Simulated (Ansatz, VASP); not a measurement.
## Lu in VASP and in Ansatz

Contents of POSCAR:

```
Lu
1.0
    3.5048186286      0.0000000000      0.0000000000
   -1.7524093143      3.0352619680      0.0000000000
    0.0000000000      0.0000000000      5.4696750779
Lu
2
Direct
    0.3333333333      0.6666666667      0.2500000000
    0.6666666667      0.3333333333      0.7500000000
```

File INCAR.step1:

```
  ALGO = Normal
  EDIFF = 1E-4
  ENCUT = 520
  GGA = PE
  ISMEAR = -1
  LASPH = True
  LCHARG = False
  LREAL = False
  LWAVE = True
  NBANDS = 32
  NELM = 80
  PREC = Accurate
  SIGMA = 0.6
```

INCAR.step2

```
  ALGO = Normal
  EDIFF = 1E-7
  ENCUT = 520
  ISIF = 2
  ISMEAR = -1
  ISTART = 1
  LASPH = True
  LCHARG = False
  LMIXTAU = True
  LREAL = False
  LWAVE = False
  METAGGA = R2SCAN
  NBANDS = 32
  NELM = 80
  PREC = Accurate
  SIGMA = 0.6
```

Contents of KPOINTS:

```
k-points
0
Gamma
  10 10 6
```

Input for Ansatz:

```yaml
crystal:
  lattice:
    - [3.5048186286, 0.0, 0.0]
    - [-1.7524093143, 3.035261968, 0.0]
    - [0.0, 0.0, 5.4696750779]
  atoms:
    - { symbol: Lu, position: [0.3333333333, 0.6666666667, 0.25] }
    - { symbol: Lu, position: [0.6666666667, 0.3333333333, 0.75] }
hamiltonian:
  xc: r2scan
  pseudopotentials:
    kind: paw
    azcp:
      Lu: "pseudopotentials/Lu.paw.azcp"
basis:
  ecutwfc: 500
  fft_grid_basis: typed
kpoints:
  mp_grid: { grid: [10, 10, 6], shift: [0, 0, 0] }
magnetization:
  spin_polarized: false
scf:
  occupations: { method: fermi_dirac, width: 0.6 }
  lower_state_search: "off"
output:
  stress: true
  write_density: true
  write_potential: true
  elf: true
  volumetric_format: npy
```

Alike in both runs: task single point; functional r2SCAN; k mesh 10 × 10 × 6; occupations fermi-dirac, width 0.6 eV; no spin polarisation.

```csv
,VASP,Ansatz
version,VASP 6.6.1,Ansatz 0.2.0
potentials or method,"VASP PAW PBE potentials, release 64 (Lu), cutoff 520 eV","plane waves (500 eV) with PAW, scalar-relativistic"
valence electrons in the cell,50,50
```

VASP gave:

```
pressure (GPa)                                                : 2.5
traceless stress, the component that is largest in VASP (GPa) : 1.49
```

Problem. Estimate Ansatz's values.

Solution. Pressure (GPa): 2.1; traceless stress, the component that is largest in VASP (GPa): 1.43.

VASP's potentials were made for PBE, not for r2SCAN. The functional is the same, so the differences come from potentials, cutoffs and numerics.

Neither program's run includes spin-orbit coupling.
